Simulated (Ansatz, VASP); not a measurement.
**One calculation of Pb, two programs**

File INCAR:

```
SYSTEM = Pb
PREC     = Accurate       ! precision mode
ENCUT    = 520            ! plane-wave cutoff, eV
EDIFF    = 1E-8           ! SCF threshold, eV
ISMEAR   = -1             ! smearing method
SIGMA    = 0.08           ! smearing width, eV
LREAL    = .FALSE.        ! projectors in reciprocal space
LASPH    = .TRUE.         ! aspherical terms in the spheres
NELM     = 60             ! most SCF steps
ALGO     = Normal         ! electronic algorithm
ISIF     = 2              ! what is computed and relaxed
LWAVE    = .FALSE.        ! write WAVECAR
LCHARG   = .FALSE.        ! write CHGCAR
GGA      = PE             ! functional
LEFG     = .TRUE.       
NBANDS   = 13             ! bands
```

File KPOINTS:

```
regular mesh
0
G
  13 13 13
  0 0 0
```

File POSCAR:

```
Pb
1.0
   -1.9796595667      1.9796595667      1.9796595667
    1.9796595667     -1.9796595667      1.9796595667
    1.9796595667      1.9796595667     -1.9796595667
Pb
1
Direct
    0.0000000000      0.0000000000      0.0000000000
```

Input for Ansatz:

```yaml
crystal:
  lattice:
    - [-1.9796595667, 1.9796595667, 1.9796595667]
    - [1.9796595667, -1.9796595667, 1.9796595667]
    - [1.9796595667, 1.9796595667, -1.9796595667]
  atoms:
    - { symbol: Pb, position: [0.0, 0.0, 0.0] }
kpoints:
  mp_grid: { grid: [13, 13, 13] }
  band_path:
    path:
      - [0.0, 0.0, 0.0]
      - [0.5, -0.5, 0.5]
      - [0.0, 0.0, 0.5]
      - [0.0, 0.0, 0.0]
      - [0.25, 0.25, 0.25]
      - [0.5, -0.5, 0.5]
      - [0.25, 0.25, 0.25]
      - [0.0, 0.0, 0.5]
    npoints: 5
scf:
  occupations: { method: fermi_dirac, width: 0.08 }
hamiltonian:
  xc: pbe
  pseudopotentials: { kind: paw }
output:
  forces: true
  stress: true
  eigenvalues: true
  efg: { contact_densities: true }
```

Alike in both runs: task electric field gradients; functional PBE; k mesh 13 × 13 × 13; occupations fermi-dirac, width 0.08 eV; no spin polarisation.

|  | VASP | Ansatz |
| --- | --- | --- |
| version | VASP 6.6.1 | Ansatz 0.2.0 |
| potentials or method | VASP PAW PBE potentials, release 64 (Pb_d) | PAW with Ansatz's default frozen-core files, scalar-relativistic |
| plane-wave cutoff (eV) | 520 | 420 |
| valence electrons in the cell | 14 | 14 |

|  | VASP | Ansatz | Ansatz less VASP |
| --- | --- | --- | --- |
| pressure (GPa) | 1.1 | 1.2 | +0.06 |

Spin-orbit coupling is off throughout.
